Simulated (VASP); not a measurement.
Input of a VASP 6.6.1 run:

POSCAR

```
NbAgN2
1.0
    3.2754290000      0.0000000000      0.0000000000
   -1.6377140000      2.8366090000      0.0000000000
    0.0000000000     -1.8910690000      6.0711050000
Nb Ag N
1 1 2
Direct
    0.5000000000      0.0000000000      0.5000000000
    0.0000000000      0.0000000000      0.0000000000
    0.1190000000      0.2380000000      0.3570000000
    0.8810000000      0.7620000000      0.6430000000
```

Contents of INCAR.step1:

```
SYSTEM = NbAgN2
ALGO     = Normal         ! electronic algorithm
EDIFF    = 1E-4           ! SCF threshold, eV
ENCUT    = 520            ! plane-wave cutoff, eV
GGA      = PE             ! functional
ISMEAR   = -1             ! smearing method
LASPH    = .TRUE.         ! aspherical terms in the spheres
LCHARG   = .FALSE.        ! write CHGCAR
LREAL    = .FALSE.        ! projectors in reciprocal space
LWAVE    = .TRUE.         ! write WAVECAR
NBANDS   = 25             ! bands
NELM     = 60             ! most SCF steps
PREC     = Accurate       ! precision mode
SIGMA    = 0.1            ! smearing width, eV
```

File INCAR.step2:

```
SYSTEM = NbAgN2
ALGO     = Normal         ! electronic algorithm
EDIFF    = 1E-6           ! SCF threshold, eV
ENCUT    = 520            ! plane-wave cutoff, eV
ISIF     = 2              ! what is computed and relaxed
ISMEAR   = -1             ! smearing method
ISTART   = 1            
LASPH    = .TRUE.         ! aspherical terms in the spheres
LCHARG   = .TRUE.         ! write CHGCAR
LELF     = .TRUE.         ! ELF
LMIXTAU  = .TRUE.       
LREAL    = .FALSE.        ! projectors in reciprocal space
LVHAR    = .TRUE.       
LWAVE    = .FALSE.        ! write WAVECAR
METAGGA  = R2SCAN         ! meta-GGA
NBANDS   = 25             ! bands
NELM     = 60             ! most SCF steps
PREC     = Accurate       ! precision mode
SIGMA    = 0.1            ! smearing width, eV
```

KPOINTS

```
k-points
0
G
  9 9 9
  0 0 0
```

Potentials or basis: VASP PAW PBE potentials, release 64 (Nb_sv, Ag, N).

Command:

```bash
$ cat potpaw_PBE.64/Nb_sv/POTCAR potpaw_PBE.64/Ag/POTCAR potpaw_PBE.64/N/POTCAR > POTCAR
$ cp INCAR.step1 INCAR
$ mpirun -np 1 vasp_std > vasp.out
$ cp INCAR.step2 INCAR
$ mpirun -np 1 vasp_std > vasp.out
```

(1) Estimate the pressure.

(2) Estimate the largest force.

(3) What does it give for the band gap on the k mesh?

Results:

(1) -0.9 GPa.

(2) 2.881 eV/Å.

(3) 0.91 eV (least direct gap 1.18 eV).

Caveat: the PAW data sets were made with another functional, which shifts forces and pressure a little; an odd mesh through Γ misses points on the zone boundary, where band edges can lie.
